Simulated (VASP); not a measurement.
## Si2Ni: single point with PBE

Si2Ni:

```
Ni Si
1.0
     0.00000    2.70300    2.70300
     2.70300    0.00000    2.70300
     2.70300    2.70300    0.00000
Ni Si
1 2
Direct
  0.00000 0.00000 0.00000
  0.75000 0.75000 0.75000
  0.25000 0.25000 0.25000
```

```
Program             : VASP 6.6.1
Task                : single point
Functional          : PBE
Potentials or basis : VASP PAW PBE potentials, release 64 (Ni, Si)
Cutoff              : 520 eV
k mesh              : 7 × 7 × 7
Occupations         : fermi-dirac, width 0.05 eV
Spin                : collinear spin, ferromagnetic start
Starting moments    : [1.2, 0.0, 0.0] μB
Fixed moment        : 1.2 μB
```

```yaml
Pressure: 8.4 GPa
Net_moment: 1.20 μB per cell
Site_moments: Ni +0.53; Si +0.15 μB
Valence_electrons_inside_the_program's_atomic_spheres: Ni 9.78; Si 1.60
```

It took 14 s on 1 thread of Intel(R) Xeon(R) 6975P-C (Granite Rapids), with other jobs on the host, peak memory 0.18 GiB.

Caveat: the total moment is fixed, so each spin has its own Fermi level.
